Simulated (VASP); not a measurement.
C, 2 atoms in the cell. The structure is cubic, space group Fd-3m (No. 227). The conventional cell has a = 3.560 Å, b = 3.560 Å, c = 3.560 Å, α = 90.00°, β = 90.00°, γ = 90.00°. Within 2.1 Å of C (site symmetry -43m) lie 4 C at 1.54 Å. 

- Program: VASP 6.6.1
- Task: single point
- Functional: PBE
- Potentials or basis: VASP PAW PBE potentials, release 64 (C)
- Cutoff: 520 eV
- k mesh: 8 × 8 × 8
- Occupations: gaussian, width 0.01 eV
- Spin: no spin polarisation
- Dipole correction: no
- Further INCAR settings: ALGO = Normal; EDIFF = 1e-07; NBANDS = 11

Potentials or basis: VASP PAW PBE potentials, release 64 (C).

The run is started by

```sh
$ cat potpaw_PBE.64/C/POTCAR > POTCAR
$ mpirun -np 1 vasp_std > vasp.out
```

Hardware: 1 thread of AMD EPYC 9R45 96-Core Processor (Zen 5), on a shared host.

How long does it take, and how much memory?

Run time: 2.8 s on 1 thread of AMD EPYC 9R45 96-Core Processor (Zen 5), with other jobs on the host, peak memory 0.08 GiB. Counts: scf iterations 11, k points 29.
